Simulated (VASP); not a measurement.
Wanted: the native input for a VASP 6.6.1 run.

```
Task                   : single point
Functional             : PBE
Potentials or basis    : VASP PAW PBE potentials, release 64 (Cs_sv, Mg)
Cutoff                 : 520 eV
k mesh                 : 4 × 4 × 4
Occupations            : gaussian, width 0.1 eV
Spin                   : no spin polarisation
Dipole correction      : no
Further INCAR settings : ALGO = Fast; EDIFF = 1e-07; NBANDS = 17
```

The structure of Cs2Mg lies in POSCAR:

```
Cs2Mg
1.0
    0.0000000000      4.8965881279      4.8965881279
    4.8965881279      0.0000000000      4.8965881279
    4.8965881279      4.8965881279      0.0000000000
Cs Mg
2 1
Direct
    0.2500000000      0.2500000000      0.2500000000
    0.7500000000      0.7500000000      0.7500000000
    0.0000000000      0.0000000000      0.0000000000
```

These files were run (other wordings do the same):

INCAR

```
  PREC = Accurate
  ENCUT = 520
  EDIFF = 1E-7
  ISMEAR = 0
  SIGMA = 0.1
  LREAL = F
  LASPH = T
  NELM = 100
  ALGO = Fast
  ISIF = 2
  LWAVE = F
  LCHARG = F
  GGA = PE
  NBANDS = 17
```

KPOINTS

```
Automatic mesh
0
Gamma
  4 4 4
```

Potentials or basis: VASP PAW PBE potentials, release 64 (Cs_sv, Mg).

The run is started by

```sh
$ cat potpaw_PBE.64/Cs_sv/POTCAR potpaw_PBE.64/Mg/POTCAR > POTCAR
$ mpirun -np 1 vasp_std > vasp.out
```

Results of the run:

```yaml
Pressure: 0.0 GPa
Band_gap_on_the_k_mesh: zero (band 10 reaches 0.91 eV, above the bottom of band 11 at 0.51 eV)
```

Caveat: spin-orbit coupling is left out, which moves the levels of the heavy elements.

Wall time 58 s on 1 thread of Intel Xeon 6975P-C, on a shared host, peak memory 0.39 GiB.
